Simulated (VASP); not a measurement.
Os:

```
CELL_PARAMETERS angstrom
2.73060 0.00000 0.00000
-1.36530 2.36477 0.00000
0.00000 0.00000 4.42357
ATOMIC_POSITIONS crystal
Os 0.33333 0.66667 0.25000
Os 0.66667 0.33333 0.75000
```

Base run:

```yaml
Program: VASP 6.6.1
Functional: LDA
Potentials_or_basis: VASP PAW LDA potentials, release 64 (Os)
Cutoff: 520 eV
k_mesh: 13 × 13 × 7
Occupations: fermi-dirac, width 0.05 eV
Spin: no spin polarisation
Hubbard_terms: Os d U = 1.0 eV
```

Its results: band gap on the k mesh zero (bands 8 and 9 overlap by 3.70 eV); pressure -19.2 GPa.

Problem. The run is repeated on the same cell with these changes: hubbard terms from Os d U = 1.0 eV to none. What comes out?

Solution. Band gap on the k mesh zero (bands 8 and 9 overlap by 3.69 eV); pressure -16.5 GPa.

Caveats: the cell stands under tension; spin-orbit coupling is left out, which moves the levels of the heavy elements; U without spin polarisation on a metal has little footing (at least some runs); the U is typed as a test and isn't derived for this compound (at least some runs).
